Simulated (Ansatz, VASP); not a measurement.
**Two plane-wave programs on NaI**

```
Na I
1.0
    -0.06473    3.15743    3.15743
     3.09270    0.00000    3.09270
     3.09270    3.09270    0.00000
Na I
1 1
Direct
  0.00000 0.00000 0.00000
  0.50000 0.50000 0.50000
```

Alike in both runs: task single point; functional PBE; k mesh 6 × 6 × 6; occupations gaussian, width 0.02 eV; no spin polarisation.

```csv
,VASP,Ansatz
version,VASP 6.6.1,Ansatz 0.2.0
potentials or method,"VASP PAW PBE potentials, release 64 (Na_pv, I), cutoff 520 eV","scalar-relativistic, plane waves, PAW"
valence electrons in the cell,14,26
```

```tsv
	VASP	Ansatz	Ansatz less VASP
gap on the k mesh at the Fermi level (eV)	3.89	3.89	+0.004
least direct gap on the mesh (eV)	3.89	3.89	+0.004
pressure (GPa)	2.7	2.7	-0.04
traceless stress, the component that is largest in VASP (GPa)	0.17	0.17	0.000
```

With one functional, cell and mesh, what is left measures potentials, basis and numerics. VASP's potentials hold 14 valence electrons a cell and Ansatz's 26, so a difference there can come from the potentials and not from the codes.

Neither program's run includes spin-orbit coupling.
